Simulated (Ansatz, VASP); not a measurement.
SiF: VASP beside Ansatz

```xyz
4
Lattice="4.0335 0.0000 0.0000 0.0000 2.6701 0.0000 0.0000 0.0000 4.1181" Properties=species:S:1:pos:R:3 pbc="T T T"
Si    1.0084    1.3350    3.3439
Si    3.0251    1.3350    0.7742
F     1.0084    0.0000    1.2848
F     3.0251    0.0000    2.8332
```

Change from the starting cell: species swapped into the CdAu type (Pmma, No. 51).

Alike in both runs: task relaxation of cell and atoms; functional PBE; k mesh 4 × 6 × 4; occupations gaussian, width 0.1 eV; no spin polarisation.

```csv
,VASP,Ansatz
version,VASP 6.6.1,Ansatz 0.2.0
potentials or method,"VASP PAW PBE potentials, release 64 (Si, F), cutoff 600 eV","scalar-relativistic, plane waves, PAW"
valence electrons in the cell,22,22
```

|  | VASP | Ansatz | Ansatz less VASP |
| --- | --- | --- | --- |
| gap on the k mesh at the Fermi level, each at its own relaxed structure (eV) | none | none | - |
| relaxed volume (Å³/atom) | 14.65 | 16.32 | +1.671 |
| relaxed length of the cell vector where the two differ most in proportion (Å) | 4.902 | 5.467 | +0.5652 |

A gap of «none» marks a metal or a gap that the smearing closes. One of these differences is far larger than is usual between the two programs; its cause wasn't traced.

The k mesh is coarse, so the values compare programs but aren't converged. Noted on VASP's run: the volume moved by over 15 % at a fixed basis, so the end points are rough.
